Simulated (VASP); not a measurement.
Write the native input for VASP 6.6.1 that does the following.

| Item | Value |
| --- | --- |
| Task | electric field gradients |
| Functional | PBE |
| Potentials or basis | VASP PAW PBE potentials, release 64 (Co, O) |
| Cutoff | 520 eV |
| k mesh | 13 × 13 × 15 |
| Occupations | fermi-dirac, width 0.03 eV |
| Spin | collinear spin, ferromagnetic start |
| Starting moments | [2.0, 0.0] μB |
| Dipole correction | no |
| Further INCAR settings | ALGO = Normal; EDIFF = 1e-08; NBANDS = 18 |

The structure of CoO lies in POSCAR:

```
CoO
1.0
   -1.5441526540      1.5020076549      2.1072499549
    1.5020076549     -1.5441526540      2.1072499549
    1.5139926509      1.5139926509     -2.1374099580
Co O
1 1
Direct
    0.0000000000      0.0000000000      0.0000000000
    0.5000000000      0.5000000000      0.0000000000
```

This cell differs from its parent crystal: equal xy, yz and zx shear strains of -2 %.

One way to write it, as run:

INCAR

```
SYSTEM = CoO
PREC = Accurate
ENCUT = 520
EDIFF = 1E-8
ISMEAR = -1
SIGMA = 0.03
LREAL = .False.
LASPH = .True.
NELM = 150
ALGO = Normal
ISIF = 2
LWAVE = .False.
LCHARG = .False.
ISPIN = 2
MAGMOM = 2 0
LORBIT = 11
LMAXMIX = 4
GGA = PE
LEFG = .True.
NBANDS = 18
```

KPOINTS

```
regular mesh
0
Gamma
  13 13 15
  0 0 0
```

Potentials or basis: VASP PAW PBE potentials, release 64 (Co, O).

Command:

```bash
$ cat potpaw_PBE.64/Co/POTCAR potpaw_PBE.64/O/POTCAR > POTCAR
$ mpirun -np 1 vasp_std > vasp.out
```

It gave:

The pressure is -0.6 GPa. The net moment is 2.89 μB per cell, the site moments are Co +2.55; O +0.30 μB and the largest electric field gradient by atom is Co +13.6; O +7.5 V/Å². The valence electrons inside the program's atomic spheres are Co 7.81; O 4.98.

Caveat: the cell differs from its parent crystal (equal xy, yz and zx shear strains of -2 %); without QUAD_EFG the Cq values of the log hold for a quadrupole moment of 1 mb, not for the nuclei; a cell with one magnetic atom can't hold antiferromagnetic order, which such compounds often take.

It took 12 min on 1 thread of Oxide Virtual Turin-like Processor (shared host), peak memory 0.42 GiB.
